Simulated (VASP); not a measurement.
# BaTiO3 (P4/mmm) in VASP: relaxation of cell and atoms with r2SCAN

Aim: the relaxation of cell and atoms of BaTiO3 with r2SCAN.

Everything below comes from runs of VASP 6.6.1. Logs are shortened: lines on timing, memory, paths and dates and some standing lists are left out, and cuts for length are marked.

### Step 1. The cell of the first run

It takes space group P4/mmm (No. 123, tetragonal). Conventional cell: a = 4.000 Å, b = 4.000 Å, c = 4.018 Å, α = 90.00°, β = 90.00°, γ = 90.00°. Within 3.7 Å of Ba (site symmetry 4/mmm) lie 12 O at 2.83 Å and 8 Ti at 3.47 Å. Ti (site symmetry 4/mmm) has 6 O at 2.00 to 2.01 Å within 2.6 Å. Within 2.7 Å of O (site symmetry 4/mmm) lie 2 Ti at 2.01 Å. O (site symmetry mmm) has 2 Ti at 2.00 Å within 2.6 Å.

### Step 2. Relaxation of cell and atoms, r2SCAN

POSCAR reads:

```
BaTiO3
1.0
    3.9998000000      0.0000000000      0.0000000000
    0.0000000000      3.9998000000      0.0000000000
    0.0000000000      0.0000000000      4.0180000000
Ba Ti O
1 1 3
Direct
    0.0000000000      0.0000000000      0.0000000000
    0.5000000000      0.5000000000      0.5000000000
    0.5000000000      0.5000000000      0.0000000000
    0.5000000000      0.0000000000      0.5000000000
    0.0000000000      0.5000000000      0.5000000000
```

INCAR.step1 reads:

```
SYSTEM = BaTiO3
PREC = Accurate
ENCUT = 600
ISMEAR = 0
SIGMA = 0.02
LREAL = .FALSE.
LASPH = .TRUE.
NELM = 60
GGA = PE
ALGO = Normal
EDIFF = 1E-4
LWAVE = .TRUE.
LCHARG = .FALSE.
```

INCAR.step2 reads:

```
SYSTEM = BaTiO3
PREC = Accurate
ENCUT = 600
EDIFF = 1E-6
ISMEAR = 0
SIGMA = 0.02
LREAL = .FALSE.
LASPH = .TRUE.
NELM = 60
ALGO = Normal
ISIF = 3
LWAVE = .FALSE.
LCHARG = .FALSE.
METAGGA = R2SCAN
LMIXTAU = .TRUE.
IBRION = 2
NSW = 100
EDIFFG = -0.005
ISTART = 1
```

KPOINTS reads:

```
regular mesh
0
G
  8 8 8
  0 0 0
```

Potentials or basis: VASP PAW PBE potentials, release 64 (Ba_sv, Ti_sv, O).

Launch:

```bash
$ cat potpaw_PBE.64/Ba_sv/POTCAR potpaw_PBE.64/Ti_sv/POTCAR potpaw_PBE.64/O/POTCAR > POTCAR
$ cp INCAR.step1 INCAR
$ mpirun -np 1 vasp_std > vasp.out
$ cp INCAR.step2 INCAR
$ mpirun -np 1 vasp_std > vasp.out
```

OUTCAR:

```text
SYSTEM = BaTiO3
   PREC = Accurate
   ENCUT = 600
   EDIFF = 1E-6
   ISMEAR = 0
   LREAL = .FALSE.
   LASPH = .TRUE.
   NELM = 60
   ISIF = 3
   METAGGA = R2SCAN
   IBRION = 2
   NSW = 100
   EDIFFG = -0.005
   ISTART = 1

 ion  position               nearest neighbor table
   1  0.000  0.000  0.000-   3 2.83   3 2.83   3 2.83   3 2.83   5 2.83   4 2.83   5 2.83   5 2.83
                             5 2.83   4 2.83   4 2.83   4 2.83   2 3.47   2 3.47   2 3.47   2 3.47
   2  0.500  0.500  0.500-   4 2.00   5 2.00   4 2.00   5 2.00   3 2.01   3 2.01   1 3.47   1 3.47
                             1 3.47   1 3.47   1 3.47   1 3.47   1 3.47   1 3.47
   3  0.500  0.500  0.000-   2 2.01   2 2.01   1 2.83   1 2.83   1 2.83   1 2.83
   4  0.500  0.000  0.500-   2 2.00   2 2.00   1 2.83   1 2.83   1 2.83   1 2.83
   5  0.000  0.500  0.500-   2 2.00   2 2.00   1 2.83   1 2.83   1 2.83   1 2.83

  LATTYP: Found a simple tetragonal cell.
 ALAT       =     3.9998000000
 C/A-ratio  =     1.0045502275

  Lattice vectors:

 A1 = (   3.9998000000,   0.0000000000,   0.0000000000)
 A2 = (   0.0000000000,   3.9998000000,   0.0000000000)
 A3 = (   0.0000000000,   0.0000000000,   4.0180000000)

Analysis of symmetry for initial positions (statically):
=====================================================================
 Subroutine PRICEL returns:
 Original cell was already a primitive cell.

 Routine SETGRP: Setting up the symmetry group for a
 simple tetragonal supercell.

 Subroutine GETGRP returns: Found 16 space group operations
 (whereof 16 operations were pure point group operations)
 out of a pool of 16 trial point group operations.

The static configuration has the point symmetry D_4h.

Analysis of symmetry for dynamics (positions and initial velocities):
=====================================================================
 Subroutine PRICEL returns:
 Original cell was already a primitive cell.

 Routine SETGRP: Setting up the symmetry group for a
 simple tetragonal supercell.

 Subroutine GETGRP returns: Found 16 space group operations
 (whereof 16 operations were pure point group operations)
 out of a pool of 16 trial point group operations.

The dynamic configuration has the point symmetry D_4h.

 Subroutine INISYM returns: Found 16 space group operations
 (whereof 16 operations are pure point group operations),
 and found     1 'primitive' translations

----------------------------------------------------------------------------------------

[... 102 lines left out ...]
   IBRION =      2    ionic relax: 0-MD 1-quasi-New 2-CG
   NFREE  =      1    steps in history (QN), initial steepest desc. (CG)
   ISIF   =      3    stress and relaxation
   ISYM   =      2    0-nonsym 1-usesym 2-fastsym
   POTIM  = 0.5000    time-step for ionic-motion
   TEBEG  =    0.0;   TEEND  =   0.0 temperature during run
   PSTRESS=    0.0 pullay stress
   NELECT =      40.0000    total number of electrons
   NUPDOWN=      -1.0000    fix difference up-down
   EMIN   =  10.00;   EMAX   =-10.00  energy-range for DOS
   EFERMI =   0.00;   METHOD = LEGACY
   ISMEAR =     0;   SIGMA  =   0.02  broadening in eV -4-tet -1-fermi 0-gaus
   EFERMI_NEDOS =   21; number of points for ismear=-14 and -15
   IALGO  =     38    algorithm
   IMIX   =      4    mixing-type and parameters
     AMIX     =   0.40;   BMIX     =  1.00
     AMIX_MAG =   1.60;   BMIX_MAG =  1.00
  volume/ion in A,a.u.               =      12.86        86.76
  Fermi-wavevector in a.u.,A,eV,Ry     =   1.397653  2.641181 26.578078  1.953434
  Thomas-Fermi vector in A             =   2.520888
   LORBIT       =      0    0 simple, 1 ext, 2 COOP (PROOUT), +10 PAW based schemes
   METAGGA = R2SCAN    functional components
   LHFCALC =     F    Hartree Fock is set to
   AEXX    =    0.0000 exact exchange contribution
   IVDW    =     0    specifies the selected vdW correction
   LEPSILON=     F    determine dielectric tensor
   LRPA    =     F    only Hartree local field effects (RPA)
 conjugate gradient relaxation of ions
 non-spin polarized calculation
 Gauss-broadening in eV      SIGMA  =   0.02
  energy-cutoff  :      600.00
  volume of cell :       64.28
 maximum number of plane-waves:      2176
 NGX is ok and might be reduce to    32
   NGX = 15   NGY = 15   NGZ = 17

--------------------------------------- Ionic step        1  -------------------------------------------

 number of electron      39.9999998 magnetization

 Free energy of the ion-electron system (eV)
  ---------------------------------------------------
  ext. energy  EPLUGINS =         0.00000000
  ---------------------------------------------------
  free energy    TOTEN  =       -74.24276082 eV

  energy without entropy =      -74.24276082  energy(sigma->0) =      -74.24276082

------------------------ aborting loop because EDIFF is reached ----------------------------------------

  FORCE on cell =-STRESS in cart. coord.  units (eV):
  Direction    XX          YY          ZZ          XY          YZ          ZX
  --------------------------------------------------------------------------------------
  -------------------------------------------------------------------------------------
  Total        0.2246742      0.2246742     -0.1377195      0.0000000     -0.0000000      0.0000000
  in kB        5.5998608      5.5998608     -3.4325710      0.0000000     -0.0000000      0.0000000
  external PRESSURE =       2.5890502 kB  Pullay stress =       0.0000000 kB
[... 143 lines left out ...]
--------------------------------------- Ionic step        5  -------------------------------------------

 number of electron      39.9999999 magnetization

 Free energy of the ion-electron system (eV)
  ---------------------------------------------------
  ext. energy  EPLUGINS =         0.00000000
  ---------------------------------------------------
  free energy    TOTEN  =       -74.24336585 eV

  energy without entropy =      -74.24336585  energy(sigma->0) =      -74.24336585

 E-fermi :   3.5856     XC(G=0): -11.8975

 val. band max:        3.5015518235   @ k =   0.5000   0.5000   0.5000
 cond. band min:       5.6278547473   @ k =   0.0000   0.0000   0.0000
 fundamental gap:      2.1263029238
 Fermi energy:         3.5855639946

 k-point     1 :       0.0000    0.0000    0.0000
  band No.  band energies     occupation
      1     -55.3978      2.00000
      2     -30.5536      2.00000
      3     -30.5536      2.00000
      4     -30.5532      2.00000
      5     -21.9768      2.00000
      6     -14.3519      2.00000
[... 637 lines left out ...]
     23       7.3687      0.00000
     24       8.3103      0.00000

 [... further k-points ...]
[... 5 lines left out ...]
  --------------------------------------------------------------------------------------
  -------------------------------------------------------------------------------------
  Total        0.0072289      0.0072289      0.0199295      0.0000000      0.0000000      0.0000000
  in kB        0.1799611      0.1799611      0.4961378      0.0000000      0.0000000      0.0000000
  external PRESSURE =       0.2853533 kB  Pullay stress =       0.0000000 kB
[... 20 lines left out ...]
  FREE ENERGIE OF THE ION-ELECTRON SYSTEM (eV)
  ---------------------------------------------------
  free  energy   TOTEN  =       -74.2433658457 eV

  energy  without entropy=      -74.2433658457  energy(sigma->0) =      -74.24336585

 reached required accuracy - stopping structural energy minimisation
```

Wall time 33 min (1 thread of Oxide Virtual Turin-like, shared host); peak memory 0.28 GiB.

What came out:

| Quantity | Value |
| --- | --- |
| Free energy | -74.2434 eV |
| Relaxed volume | 12.87 Å³/atom |
| Relaxed cell | a = 4.007 Å, b = 4.007 Å, c = 4.007 Å, α = 90.00°, β = 90.00°, γ = 90.00° |
| Space group after relaxing (to 0.1 Å) | Pm-3m (No. 221) |
| Energy gained by relaxing | 0.1 meV/atom |
| Ionic steps | 5 |
| Pressure after relaxing | 0.0 GPa |
| Band gap on the k mesh | 2.13 eV (least direct gap 2.29 eV) |

The path:
| step | energy change (eV) | largest force (eV/Å) | pressure (GPa) | volume (Å³) |
| --- | --- | --- | --- | --- |
| 1 | 0.0000 | 0.0000 | 0.26 | 64.28 |
| 2 | -0.0005 | 0.0000 | -0.32 | 64.47 |
| 3 | -0.0005 | 0.0000 | -0.24 | 64.44 |
| 4 | -0.0006 | 0.0000 | 0.09 | 64.33 |
| 5 | -0.0006 | 0.0000 | 0.03 | 64.36 |

Final structure:
```cif
data_structure
_symmetry_space_group_name_H-M 'P 1'
_symmetry_Int_Tables_number 1
_cell_length_a 4.0075
_cell_length_b 4.0075
_cell_length_c 4.0074
_cell_angle_alpha 90.000
_cell_angle_beta 90.000
_cell_angle_gamma 90.000
_cell_volume 64.36
loop_
_atom_site_label
_atom_site_type_symbol
_atom_site_fract_x
_atom_site_fract_y
_atom_site_fract_z
_atom_site_occupancy
Ba1 Ba 0.00000 0.00000 0.00000 1
Ti1 Ti 0.50000 0.50000 0.50000 1
O1 O 0.50000 0.50000 0.00000 1
O2 O 0.50000 0.00000 0.50000 1
O3 O 0.00000 0.50000 0.50000 1
```

Caveat: the PAW data sets were made with another functional, which shifts forces and pressure a little; spin-orbit coupling is left out, which moves the levels of the heavy elements. r2SCAN opens gaps a little over a GGA but as a rule still falls short of measured ones.
